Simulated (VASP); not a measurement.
Here is a VASP 6.6.1 calculation.

Contents of POSCAR:

```
Rh
1.0
    2.7309790422      0.0000000000      0.0000000000
   -1.3654895211      2.3650972278      0.0000000000
    0.0000000000      0.0000000000      4.4284890000
Rh
2
Direct
    0.6666666700      0.3333333300      0.7500000000
    0.3333333300      0.6666666700      0.2500000000
```

The input INCAR.step1:

```
  ALGO = Normal
  EDIFF = 1E-4
  ENCUT = 520
  GGA = PE
  ISMEAR = 0
  LASPH = T
  LCHARG = F
  LREAL = F
  LWAVE = T
  NBANDS = 22
  NELM = 100
  PREC = Accurate
  SIGMA = 0.1
```

File INCAR.step2:

```
  ALGO = Normal
  EDIFF = 1E-7
  ENCUT = 520
  ISIF = 2
  ISMEAR = 0
  ISTART = 1
  LASPH = T
  LCHARG = F
  LMIXTAU = T
  LREAL = F
  LWAVE = F
  METAGGA = R2SCAN
  NBANDS = 22
  NELM = 100
  PREC = Accurate
  SIGMA = 0.1
```

The input KPOINTS:

```
k-points
0
Gamma
  9 9 4
```

Potentials or basis: VASP PAW PBE potentials, release 64 (Rh_pv).

Command:

```console
$ cat potpaw_PBE.64/Rh_pv/POTCAR > POTCAR
$ cp INCAR.step1 INCAR
$ mpirun -np 1 vasp_std > vasp.out
$ cp INCAR.step2 INCAR
$ mpirun -np 1 vasp_std > vasp.out
```

Question: What does it give for the band gap on the k mesh?

Answer: Zero (band 15 reaches 11.68 eV, above the bottom of band 16 at 9.65 eV).

Question: What does it give for the pressure?

Answer: -9.1 GPa.

Stress tensor (GPa, compression positive):
```
 -8.72   0.00   0.00
  0.00  -8.72   0.00
  0.00   0.00 -10.00
```

Caveat: the PAW data sets were made with another functional, which shifts forces and pressure a little.
